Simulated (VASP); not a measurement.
# NbRu3 (Pm-3m) in VASP: notebook

The runs below take NbRu3 through electric field gradients, with LDA.

Program: VASP 6.6.1. These are calculated values, not measurements. Logs are shortened: lines on timing, memory, paths and dates and some standing lists are left out, and cuts for length are marked.

### 1 The cell of the first run

Symmetry: Pm-3m, No. 221, cubic system. The conventional cell has a = 3.906 Å, b = 3.906 Å, c = 3.906 Å, α = 90.00°, β = 90.00°, γ = 90.00°. Within 3.6 Å of Nb (site symmetry m-3m) lie 12 Ru at 2.76 Å. Ru (site symmetry 4/mmm) has 4 Nb at 2.76 Å and 8 Ru at 2.76 Å within 3.6 Å.

### 2 Electric field gradients, LDA (14.89 Å³/atom)

The input, INCAR:

```
SYSTEM = NbRu3
  ALGO = Normal
  EDIFF = 1E-8
  ENCUT = 520
  ISIF = 2
  ISMEAR = -1
  LASPH = .True.
  LCHARG = .False.
  LEFG = .True.
  LREAL = .False.
  LWAVE = .False.
  NBANDS = 36
  NELM = 80
  PREC = Accurate
  SIGMA = 0.05
```

The input, KPOINTS:

```
k-points
0
Gamma
  9 9 9
  0 0 0
```

The input, POSCAR:

```
NbRu3
1.0
    3.9056961131      0.0000000000      0.0000000000
    0.0000000000      3.9056961131      0.0000000000
    0.0000000000      0.0000000000      3.9056961131
Nb Ru
1 3
Direct
    0.0000000000      0.0000000000      0.0000000000
    0.0000000000      0.5000000000      0.5000000000
    0.5000000000      0.0000000000      0.5000000000
    0.5000000000      0.5000000000      0.0000000000
```

Potentials or basis: VASP PAW LDA potentials, release 64 (Nb_sv, Ru_pv).

Command:

```bash
cat potpaw_LDA.64/Nb_sv/POTCAR potpaw_LDA.64/Ru_pv/POTCAR > POTCAR
mpirun -np 1 vasp_std > vasp.out
```

OUTCAR:

```text
SYSTEM = NbRu3
   EDIFF = 1E-8
   ENCUT = 520
   ISIF = 2
   ISMEAR = -1
   LASPH = .True.
   LREAL = .False.
   NELM = 80
   PREC = Accurate

 ion  position               nearest neighbor table
   1  0.000  0.000  0.000-   2 2.76   3 2.76   4 2.76   2 2.76   3 2.76   2 2.76   4 2.76   2 2.76
                             3 2.76   4 2.76   3 2.76   4 2.76
   2  0.000  0.500  0.500-   1 2.76   3 2.76   4 2.76   1 2.76   4 2.76   1 2.76   3 2.76   1 2.76
                             3 2.76   4 2.76   4 2.76   3 2.76
   3  0.500  0.000  0.500-   1 2.76   2 2.76   4 2.76   1 2.76   4 2.76   2 2.76   4 2.76   4 2.76
                             1 2.76   2 2.76   1 2.76   2 2.76
   4  0.500  0.500  0.000-   1 2.76   2 2.76   3 2.76   2 2.76   3 2.76   1 2.76   3 2.76   3 2.76
                             1 2.76   2 2.76   2 2.76   1 2.76

  LATTYP: Found a simple cubic cell.
 ALAT       =     3.9056961131

  Lattice vectors:

 A1 = (   3.9056961131,   0.0000000000,   0.0000000000)
 A2 = (   0.0000000000,   3.9056961131,   0.0000000000)
 A3 = (   0.0000000000,   0.0000000000,   3.9056961131)

Analysis of symmetry for initial positions (statically):
=====================================================================
 Subroutine PRICEL returns:
 Original cell was already a primitive cell.

 Routine SETGRP: Setting up the symmetry group for a
 simple cubic supercell.

 Subroutine GETGRP returns: Found 48 space group operations
 (whereof 48 operations were pure point group operations)
 out of a pool of 48 trial point group operations.

The static configuration has the point symmetry O_h .

Analysis of symmetry for dynamics (positions and initial velocities):
=====================================================================
 Subroutine PRICEL returns:
 Original cell was already a primitive cell.

 Routine SETGRP: Setting up the symmetry group for a
 simple cubic supercell.

 Subroutine GETGRP returns: Found 48 space group operations
 (whereof 48 operations were pure point group operations)
 out of a pool of 48 trial point group operations.

The dynamic configuration has the point symmetry O_h .

 Subroutine INISYM returns: Found 48 space group operations
 (whereof 48 operations are pure point group operations),
 and found     1 'primitive' translations

----------------------------------------------------------------------------------------

                                     Primitive cell

  volume of cell :      59.5793

  direct lattice vectors                    reciprocal lattice vectors
     3.905696113  0.000000000  0.000000000     0.256036305  0.000000000  0.000000000
     0.000000000  3.905696113  0.000000000     0.000000000  0.256036305  0.000000000
     0.000000000  0.000000000  3.905696113     0.000000000  0.000000000  0.256036305

  length of vectors
     3.905696113  3.905696113  3.905696113     0.256036305  0.256036305  0.256036305

  position of ions in fractional coordinates (direct lattice)
     0.000000000  0.000000000  0.000000000
     0.000000000  0.500000000  0.500000000
     0.500000000  0.000000000  0.500000000
     0.500000000  0.500000000  0.000000000

  ion indices of the primitive-cell ions
   primitive index   ion index
                 1           1
                 2           2
                 3           3
                 4           4

----------------------------------------------------------------------------------------

 KPOINTS: k-points

Automatic generation of k-mesh.
 Grid dimensions read from file:
 generate k-points for:    9    9    9

 Generating k-lattice:

  Cartesian coordinates                     Fractional coordinates (reciprocal lattice)
     0.028448478  0.000000000  0.000000000     0.111111111  0.000000000  0.000000000
     0.000000000  0.028448478  0.000000000     0.000000000  0.111111111  0.000000000
     0.000000000  0.000000000  0.028448478     0.000000000  0.000000000  0.111111111

  Length of vectors
[... 44 lines left out ...]
   NGXF,Y,Z  is equivalent  to a cutoff of  25.54, 25.54, 25.54 a.u.
 SYSTEM =  NbRu3
   PREC   = accura    normal or accurate (medium, high low for compatibility)
   ISTART =      0    job   : 0-new  1-cont  2-samecut
   ICHARG =      2    charge: 1-file 2-atom 10-const
   ISPIN  =      1    spin polarized calculation?
   LNONCOLLINEAR =      F non collinear calculations
   LSORBIT =      F    spin-orbit coupling
   LASPH  =      T    aspherical Exc in radial PAW
   ENCUT  =  520.0 eV  38.22 Ry    6.18 a.u.   7.26  7.26  7.26*2*pi/ulx,y,z
   NELM   =     80;   NELMIN=  2; NELMDL= -5     # of ELM steps
   EDIFF  = 0.1E-07   stopping-criterion for ELM
   LREAL  =      F    real-space projection
   EDIFFG = 0.1E-06   stopping-criterion for IOM
   NSW    =      0    number of steps for IOM
   IBRION =     -1    ionic relax: 0-MD 1-quasi-New 2-CG
   NFREE  =      0    steps in history (QN), initial steepest desc. (CG)
   ISIF   =      2    stress and relaxation
   ISYM   =      2    0-nonsym 1-usesym 2-fastsym
   POTIM  = 0.5000    time-step for ionic-motion
   TEBEG  =    0.0;   TEEND  =   0.0 temperature during run
   PSTRESS=    0.0 pullay stress
   NELECT =      55.0000    total number of electrons
   NUPDOWN=      -1.0000    fix difference up-down
   EMIN   =  10.00;   EMAX   =-10.00  energy-range for DOS
   EFERMI =   0.00;   METHOD = LEGACY
   ISMEAR =    -1;   SIGMA  =   0.05  broadening in eV -4-tet -1-fermi 0-gaus
   EFERMI_NEDOS =   21; number of points for ismear=-14 and -15
   IALGO  =     38    algorithm
   IMIX   =      4    mixing-type and parameters
     AMIX     =   0.40;   BMIX     =  1.00
     AMIX_MAG =   1.60;   BMIX_MAG =  1.00
  volume/ion in A,a.u.               =      14.89       100.52
  Fermi-wavevector in a.u.,A,eV,Ry     =   1.594033  3.012285 34.571599  2.540941
  Thomas-Fermi vector in A             =   2.692170
   LORBIT       =      0    0 simple, 1 ext, 2 COOP (PROOUT), +10 PAW based schemes
   GGA     = CA    functional components
   LHFCALC =     F    Hartree Fock is set to
   AEXX    =    0.0000 exact exchange contribution
   IVDW    =     0    specifies the selected vdW correction
   LEPSILON=     F    determine dielectric tensor
   LRPA    =     F    only Hartree local field effects (RPA)
 non-spin polarized calculation
  energy-cutoff  :      520.00
  volume of cell :       59.58
 maximum number of plane-waves:      1623
 NGX is ok and might be reduce to    30
   NGX = 15   NGY = 15   NGZ = 15

 number of electron      54.9999984 magnetization

 Free energy of the ion-electron system (eV)
  ---------------------------------------------------
  ext. energy  EPLUGINS =         0.00000000
  ---------------------------------------------------
  free energy    TOTEN  =       -43.66861511 eV

  energy without entropy =      -43.62296389  energy(sigma->0) =      -43.64578950

 E-fermi :  11.6929     XC(G=0): -13.7952

 val. band max:       11.6802299030   @ k =   0.4444   0.4444   0.3333
 cond. band min:      11.6986551810   @ k =   0.4444   0.3333   0.3333
 fundamental gap:      0.0184252779
 Fermi energy:        11.6929091793

 k-point     1 :       0.0000    0.0000    0.0000
  band No.  band energies     occupation
      1     -42.7763      2.00000
      2     -30.7850      2.00000
      3     -30.7850      2.00000
      4     -30.7850      2.00000
      5     -30.4197      2.00000
      6     -30.4197      2.00000
[... 925 lines left out ...]
     35      15.4937      0.00000
     36      18.0978      0.00000

 [... further k-points ...]

------------------------ aborting loop because EDIFF is reached ----------------------------------------

  FORCE on cell =-STRESS in cart. coord.  units (eV):
  Direction    XX          YY          ZZ          XY          YZ          ZX
  --------------------------------------------------------------------------------------
  -------------------------------------------------------------------------------------
  Total       -5.9029810     -5.9029810     -5.9029810      0.0000000      0.0000000     -0.0000000
  in kB     -158.7400876   -158.7400876   -158.7400876      0.0000000      0.0000000     -0.0000000
  external PRESSURE =    -158.7400876 kB  Pullay stress =       0.0000000 kB

 VOLUME and BASIS-vectors are now :
 -----------------------------------------------------------------------------
  energy-cutoff  :      520.00
  volume of cell :       59.58
      direct lattice vectors                 reciprocal lattice vectors
     3.905696113  0.000000000  0.000000000     0.256036305  0.000000000  0.000000000
     0.000000000  3.905696113  0.000000000     0.000000000  0.256036305  0.000000000
     0.000000000  0.000000000  3.905696113     0.000000000  0.000000000  0.256036305

 POSITION                                       TOTAL-FORCE (eV/Angst)
 -----------------------------------------------------------------------------------
      0.00000      0.00000      0.00000         0.000000      0.000000      0.000000
      0.00000      1.95285      1.95285         0.000000      0.000000      0.000000
      1.95285      0.00000      1.95285         0.000000      0.000000      0.000000
      1.95285      1.95285      0.00000         0.000000      0.000000      0.000000
 -----------------------------------------------------------------------------------
    total drift:                                0.000000      0.000000     -0.000000

  FREE ENERGIE OF THE ION-ELECTRON SYSTEM (eV)
  ---------------------------------------------------
  free  energy   TOTEN  =       -43.6686151078 eV

  energy  without entropy=      -43.6229638886  energy(sigma->0) =      -43.64578950

 Electric field gradients (V/A^2)
---------------------------------------------------------------------
 ion       V_xx      V_yy      V_zz      V_xy      V_xz      V_yz
---------------------------------------------------------------------
   1      -0.000    -0.000    -0.000    -0.000     0.000    -0.000
   2      -9.944     4.972     4.972    -0.000     0.000     0.000
   3       4.972    -9.944     4.972    -0.000     0.000    -0.000
   4       4.972     4.972    -9.944    -0.000     0.000    -0.000
---------------------------------------------------------------------

 Electric field gradients after diagonalization (V/A^2)
 (convention: |V_zz| > |V_xx| > |V_yy|)
----------------------------------------------------------------------
 ion       V_xx      V_yy      V_zz     asymmetry (V_yy - V_xx)/ V_zz
----------------------------------------------------------------------
   1      -0.000    -0.000    -0.000      -0.486
   2       4.972     4.972    -9.944       0.000
   3       4.972     4.972    -9.944       0.000
   4       4.972     4.972    -9.944       0.000
----------------------------------------------------------------------

           NMR quadrupolar parameters

 Cq : quadrupolar parameter    Cq=e*Q*V_zz/h
 eta: asymmetry parameters     (V_yy - V_xx)/ V_zz
 Q  : nuclear electric quadrupole moment in mb (millibarn)
----------------------------------------------------------------------
 ion       Cq(MHz)       eta       Q (mb)
----------------------------------------------------------------------
   1      -0.000      -0.486       1.000
   2      -0.024       0.000       1.000
   3      -0.024       0.000       1.000
   4      -0.024       0.000       1.000
----------------------------------------------------------------------
```

Run time: 41 s. Hardware: 1 thread of Intel Xeon 6975P-C (Granite Rapids), shared host; peak memory 0.18 GiB.

What came out:

```yaml
Free_energy: -43.6686 eV
Pressure: -15.9 GPa
Band_gap_on_the_k_mesh: zero (an odd number of electrons rules out a gap without spin polarisation)
Largest_electric_field_gradient_by_atom: Nb -0.0; Ru -9.9 V/Å²
```

Electric field gradients, principal values (V/Å²):
```csv
atom,least,middle,greatest (by size)
1 Nb,0.000,0.000,0.000
2 Ru,4.972,4.972,-9.944
3 Ru,4.972,4.972,-9.944
4 Ru,4.972,4.972,-9.944
```

Caveat: the cell stands under tension; without QUAD_EFG the Cq values of the log hold for a quadrupole moment of 1 mb, not for the nuclei.

### 3 Electric field gradients, LDA (15.48 Å³/atom)

This run uses another cell than the first one, of 15.48 Å³/atom.

The input, INCAR:

```
PREC = Accurate
ENCUT = 520
EDIFF = 1E-8
ISMEAR = -1
SIGMA = 0.05
LREAL = F
LASPH = T
NELM = 100
ALGO = Normal
ISIF = 2
LWAVE = F
LCHARG = F
GGA = CA
LEFG = T
NBANDS = 36
```

The input, KPOINTS:

```
Automatic mesh
0
Gamma
  9 9 9
```

The input, POSCAR:

```
NbRu3
1.0
    3.9560977510      0.0000000000      0.0000000000
    0.0000000000      3.9560977510      0.0000000000
    0.0000000000      0.0000000000      3.9560977510
Nb Ru
1 3
Direct
    0.0000000000      0.0000000000      0.0000000000
    0.0000000000      0.5000000000      0.5000000000
    0.5000000000      0.0000000000      0.5000000000
    0.5000000000      0.5000000000      0.0000000000
```

Potentials or basis: VASP PAW LDA potentials, release 64 (Nb_sv, Ru_pv).

Command:

```bash
cat potpaw_LDA.64/Nb_sv/POTCAR potpaw_LDA.64/Ru_pv/POTCAR > POTCAR
mpirun -np 1 vasp_std > vasp.out
```

OUTCAR:

```text
PREC = Accurate
   ENCUT = 520
   EDIFF = 1E-8
   ISMEAR = -1
   LREAL = F
   LASPH = T
   NELM = 100
   ISIF = 2
   GGA = CA

 ion  position               nearest neighbor table
   1  0.000  0.000  0.000-   2 2.80   3 2.80   4 2.80   2 2.80   3 2.80   2 2.80   4 2.80   2 2.80
                             3 2.80   4 2.80   3 2.80   4 2.80
   2  0.000  0.500  0.500-   1 2.80   3 2.80   4 2.80   1 2.80   4 2.80   1 2.80   3 2.80   1 2.80
                             3 2.80   4 2.80   4 2.80   3 2.80
   3  0.500  0.000  0.500-   1 2.80   2 2.80   4 2.80   1 2.80   4 2.80   2 2.80   4 2.80   4 2.80
                             1 2.80   2 2.80   1 2.80   2 2.80
[... 1173 lines left out ...]
   1      -0.000    -0.000    -0.000    -0.000    -0.000    -0.000
   2      -4.868     2.434     2.434     0.000     0.000    -0.000
   3       2.434    -4.868     2.434    -0.000    -0.000     0.000
   4       2.434     2.434    -4.868    -0.000    -0.000    -0.000
---------------------------------------------------------------------

 Electric field gradients after diagonalization (V/A^2)
 (convention: |V_zz| > |V_xx| > |V_yy|)
----------------------------------------------------------------------
 ion       V_xx      V_yy      V_zz     asymmetry (V_yy - V_xx)/ V_zz
----------------------------------------------------------------------
   1      -0.000    -0.000    -0.000      -0.050
   2       2.434     2.434    -4.868       0.000
   3       2.434     2.434    -4.868       0.000
   4       2.434     2.434    -4.868       0.000
----------------------------------------------------------------------

           NMR quadrupolar parameters

 Cq : quadrupolar parameter    Cq=e*Q*V_zz/h
 eta: asymmetry parameters     (V_yy - V_xx)/ V_zz
 Q  : nuclear electric quadrupole moment in mb (millibarn)
----------------------------------------------------------------------
 ion       Cq(MHz)       eta       Q (mb)
----------------------------------------------------------------------
   1      -0.000      -0.050       1.000
   2      -0.012       0.000       1.000
   3      -0.012       0.000       1.000
   4      -0.012       0.000       1.000
----------------------------------------------------------------------
```

stdout:

```text
POSCAR found type information on POSCAR NbRu
 POSCAR found :  2 types and       4 ions
 scaLAPACK will be used
 LDA part: xc-table for (Slater(with rela. corr.)+CA(PZ))
 , standard interpolation
 POSCAR, INCAR and KPOINTS ok, starting setup
 FFT: planning ... GRIDC
 FFT: planning ... GRID_SOFT
 FFT: planning ... GRID
 WAVECAR not read
 entering main loop
ion   1

ion   2

ion   3

ion   4
```

It took 42 s on 1 thread of Intel Xeon 6975P-C (Granite Rapids), shared host; peak memory 0.19 GiB.

Results:

* Free energy: -43.3764 eV
* Pressure: -24.1 GPa
* Band gap on the k mesh: zero (an odd number of electrons rules out a gap without spin polarisation)
* Largest electric field gradient by atom: Nb -0.0; Ru -4.9 V/Å²

Electric field gradients, principal values (V/Å²):
```tsv
atom	least	middle	greatest (by size)
1 Nb	0.000	0.000	0.000
2 Ru	2.434	2.434	-4.868
3 Ru	2.434	2.434	-4.868
4 Ru	2.434	2.434	-4.868
```

Caveat: the cell stands under tension; without QUAD_EFG the Cq values of the log hold for a quadrupole moment of 1 mb, not for the nuclei.
